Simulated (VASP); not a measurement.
A run of VASP 6.6.1 is set up as follows.

The input POSCAR:

```
ZnSe
1.0
    3.9895499119     -0.0014671204     -0.0010374108
    1.9935043924      3.4557851336     -0.0010374108
    1.9935043924      1.1509502976      3.2584912733
Zn Se
1 1
Direct
   -0.0000403346     -0.0000403346     -0.0000403346
    0.2500403346      0.2500403346      0.2500403346
```

Contents of INCAR.step1:

```
PREC = Accurate ; ENCUT = 520
ISMEAR = -1 ; SIGMA = 0.01
LREAL = False ; LASPH = True
NELM = 80 ; NBANDS = 16
ISYM = 0 ; GGA = PE
ALGO = Normal ; EDIFF = 1E-4
LWAVE = True ; LCHARG = False
```

The input INCAR.step2:

```
PREC = Accurate ; ENCUT = 520
EDIFF = 1E-6 ; ISMEAR = -1
SIGMA = 0.01 ; LREAL = False
LASPH = True ; NELM = 80
ALGO = Normal ; ISIF = 2
LWAVE = False ; LCHARG = False
METAGGA = R2SCAN ; LMIXTAU = True
IVDW = 13 ; VDW_S6 = 1.0
VDW_S8 = 0.6018749 ; VDW_A1 = 0.51559235
VDW_A2 = 5.77342911 ; NBANDS = 16
ISYM = 0 ; ISTART = 1
```

File KPOINTS:

```
Automatic mesh
0
Gamma
  6 6 6
  0.5 0.5 0.5
```

Potentials or basis: VASP PAW PBE potentials, release 64 (Zn, Se).

Run with:

```bash
$ cat potpaw_PBE.64/Zn/POTCAR potpaw_PBE.64/Se/POTCAR > POTCAR
$ cp INCAR.step1 INCAR
$ mpirun -np 1 vasp_std > vasp.out
$ cp INCAR.step2 INCAR
$ mpirun -np 1 vasp_std > vasp.out
```

**Question.** What does it give for the pressure?

**Answer.** 0.1 GPa.

**Question.** Estimate the band gap on the k mesh.

**Answer.** 2.54 eV, direct.

Caveat: the PAW data sets were made with another functional, which shifts forces and pressure a little. A k mesh can miss the band edges.
